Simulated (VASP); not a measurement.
The system is Sn.

```
Sn
1.0
    -2.02919    2.02919    1.66076
     2.02919   -2.02919    1.66076
     2.02919    2.02919   -1.66076
Sn
1
Direct
  0.00000 0.00000 0.00000
```

| Item | Value |
| --- | --- |
| Program | VASP 6.6.1 |
| Task | relaxation of cell and atoms |
| Functional | B3LYP |
| Potentials or basis | VASP PAW PBE potentials, release 64 (Sn_d) |
| Cutoff | 600 eV |
| k mesh | 5 × 5 × 5 |
| Occupations | fermi-dirac, width 0.05 eV |
| Spin | no spin polarisation |

At the start: pressure 5.8 GPa; volume 27.35 Å³/atom.

How do energy, volume and symmetry change on relaxing?

Over 11 steps the energy falls by 82.5 meV/atom and the volume is 31.32 Å³/atom (+14.5 %); space group I4/mmm (No. 139, to 0.1 Å) before and after.

The path:
| step | energy change (eV) | largest force (eV/Å) | pressure (GPa) | volume (Å³) |
| --- | --- | --- | --- | --- |
| 1 | 0.0000 | 0.0000 | 5.85 | 27.35 |
| 2 | -0.0809 | 0.0000 | -0.20 | 31.48 |
| 3 | -0.0809 | 0.0000 | -0.22 | 31.50 |
| 4 | -0.0823 | 0.0000 | -0.05 | 31.36 |
| 5 | -0.0825 | 0.0000 | 0.07 | 31.26 |
| 6 | -0.0825 | 0.0000 | 0.04 | 31.27 |
| 7 | -0.0824 | 0.0000 | -0.01 | 31.32 |
| 8 | -0.0825 | 0.0000 | 0.03 | 31.29 |
| 9 | -0.0825 | 0.0000 | 0.05 | 31.28 |
| 10 | -0.0825 | 0.0000 | 0.05 | 31.28 |
| 11 | -0.0825 | 0.0000 | -0.03 | 31.32 |

Final structure:
```
CELL_PARAMETERS angstrom
-2.08269 2.08269 1.80528
2.08269 -2.08269 1.80528
2.08269 2.08269 -1.80528
ATOMIC_POSITIONS crystal
Sn 0.00000 0.00000 0.00000
```

Caveat: the k points lie up to 0.46 Å⁻¹ apart in the final cell, too coarse for converged energies and pressures of a metal; the PAW data sets were made with another functional, which shifts forces and pressure a little.
